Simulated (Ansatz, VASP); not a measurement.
## TaSi2 in VASP and in Ansatz

```xyz
18
Lattice="-4.8057 0.0000 0.0000 -2.4029 -4.1619 0.0000 -0.2403 -0.4162 13.1947" Properties=species:S:1:pos:R:3 pbc="T T T"
Ta   -4.8057   -4.1619    1.0998
Ta   -4.8057   -4.1619    7.6971
Ta   -1.2014   -2.0809    3.2989
Ta   -1.2014   -2.0809    9.8962
Ta   -3.6043   -2.0809   12.0954
Ta   -3.6043   -2.0809    5.4980
Si   -2.4029   -2.8390    1.0998
Si   -2.4029   -2.8390    7.6971
Si   -3.5484   -3.5005    3.2989
Si   -3.5484   -3.5005    9.8962
Si   -1.1456   -0.6614   12.0954
Si   -1.1456   -0.6614    5.4980
Si   -4.8057   -1.3228    1.0998
Si   -4.8057   -1.3228    7.6971
Si   -3.6601   -0.6614    3.2989
Si   -3.6601   -0.6614    9.8962
Si   -6.0630   -3.5005   12.0954
Si   -6.0630   -3.5005    5.4980
```

Alike in both runs: task single point; functional PBE; k mesh 9 × 9 × 3; occupations gaussian, width 0.15 eV; no spin polarisation.

|  | VASP | Ansatz |
| --- | --- | --- |
| version | VASP 6.6.1 | Ansatz 0.2.0 |
| potentials or method | VASP PAW PBE potentials, release 64 (Ta_pv, Si), cutoff 520 eV | scalar-relativistic, plane waves, PAW |
| valence electrons in the cell | 114 | 126 |

|  | VASP | Ansatz | Ansatz less VASP |
| --- | --- | --- | --- |
| gap on the k mesh at the Fermi level (eV) | none | none | - |
| pressure (GPa) | 0.3 | 0.2 | -0.09 |
| traceless stress, the component that is largest in VASP (GPa) | 3.24 | 3.24 | +0.003 |
| rms of the force components (eV/Å) | 0.232 | 0.232 | +0.0005 |

Atom by atom the forces differ by 0.002 eV/Å (rms over components). A gap of «none» marks a metal or a gap that the smearing closes. VASP's potentials hold 114 valence electrons a cell and Ansatz's 126, so a difference there can come from the potentials and not from the codes.

Neither program's run includes spin-orbit coupling.
